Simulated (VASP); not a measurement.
Write the native input for VASP 6.6.1 that does the following.

- Task: single point
- Functional: PBE
- Potentials or basis: VASP PAW PBE potentials, release 64 (Mo_sv)
- Cutoff: 520 eV
- k mesh: 20 × 20 × 20
- Occupations: gaussian, width 0.15 eV
- Spin: no spin polarisation
- Dipole correction: no
- Further INCAR settings: ALGO = Fast; EDIFF = 1e-06; NBANDS = 13

The structure of Mo lies in POSCAR:

```
Mo
1.0
    0.0000000000      2.0150000000      2.0754500000
    2.0150000000      0.0000000000      2.0754500000
    2.0150000000      2.0150000000      0.0000000000
Mo
1
Direct
    0.0000000000      0.0000000000      0.0000000000
```

This cell differs from its parent crystal: strain +0.0300 x Voigt [0, 0, 1, 0, 0, 0].

One way to write it, as run:

INCAR

```
PREC = Accurate
ENCUT = 520
EDIFF = 1E-6
ISMEAR = 0
SIGMA = 0.15
LREAL = F
LASPH = T
NELM = 100
ALGO = Fast
ISIF = 2
LWAVE = F
LCHARG = T
GGA = PE
LELF = T
LVHAR = T
NBANDS = 13
```

KPOINTS

```
Automatic mesh
0
Gamma
  20 20 20
```

Potentials or basis: VASP PAW PBE potentials, release 64 (Mo_sv).

Launch:

```sh
$ cat potpaw_PBE.64/Mo_sv/POTCAR > POTCAR
$ mpirun -np 1 vasp_std > vasp.out
```

It gave:

```yaml
Pressure: -10.3 GPa
Band_gap_on_the_k_mesh: zero (band 7 reaches 14.70 eV, above the bottom of band 8 at 10.50 eV)
```

Caveat: the cell differs from its parent crystal (strain +0.0300 x Voigt [0, 0, 1, 0, 0, 0]).

Wall time 88 s on 1 thread of Intel(R) Xeon(R) 6975P-C (Granite Rapids), with other jobs on the host, peak memory 0.24 GiB.
